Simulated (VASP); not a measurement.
Set up this calculation in VASP 6.6.1, as the native input.

```
Task                   : single point
Functional             : PBE
Potentials or basis    : VASP PAW PBE potentials, release 64 (Sc_sv, Al, N)
Cutoff                 : 600 eV
k mesh                 : 3 × 3 × 3
Occupations            : gaussian, width 0.15 eV
Spin                   : no spin polarisation
Dipole correction      : no
Further INCAR settings : ALGO = Normal; EDIFF = 1e-06; NBANDS = 25
```

The structure of ScAl2N3 lies in POSCAR:

```
ScAl2N3
1.0
    2.8017734769      1.6176046711      3.1850719563
   -2.8017734769      1.6176046711      3.1850719563
    0.0000000000     -3.2352093422      3.1850719563
Sc Al N
1 2 3
Direct
    0.5000000000      0.5000000000      0.5000000000
    0.7593188844      0.7593188844      0.7593188844
    0.2406811156      0.2406811156      0.2406811156
    0.5000000000      0.5000000000      0.0000000000
    0.0000000000      0.5000000000      0.5000000000
    0.5000000000      0.0000000000      0.5000000000
```

One way to write it, as run:

INCAR

```
PREC     = Accurate       # precision mode
ENCUT    = 600            # plane-wave cutoff, eV
EDIFF    = 1E-6           # SCF threshold, eV
ISMEAR   = 0              # smearing method
SIGMA    = 0.15           # smearing width, eV
LREAL    = False          # projectors in reciprocal space
LASPH    = True           # aspherical terms in the spheres
NELM     = 120            # most SCF steps
ALGO     = Normal         # electronic algorithm
ISIF     = 2              # what is computed and relaxed
LWAVE    = False          # write WAVECAR
LCHARG   = False          # write CHGCAR
GGA      = PE             # functional
NBANDS   = 25             # bands
GGA_COMPAT= False
```

KPOINTS

```
Automatic mesh
0
Gamma
  3 3 3
```

Potentials or basis: VASP PAW PBE potentials, release 64 (Sc_sv, Al, N).

Run with:

```console
$ cat potpaw_PBE.64/Sc_sv/POTCAR potpaw_PBE.64/Al/POTCAR potpaw_PBE.64/N/POTCAR > POTCAR
$ mpirun -np 1 vasp_std > vasp.out
```

It gave:

```yaml
Pressure: 0.3 GPa
Band_gap_on_the_k_mesh: zero (band 16 reaches 4.85 eV, above the bottom of band 17 at 4.14 eV)
```

Caveat: the k points lie up to 0.48 Å⁻¹ apart.

Wall time 10 s on 1 thread of AMD EPYC 9R45 96-Core Processor (Zen 5) (shared host), peak memory 0.18 GiB.
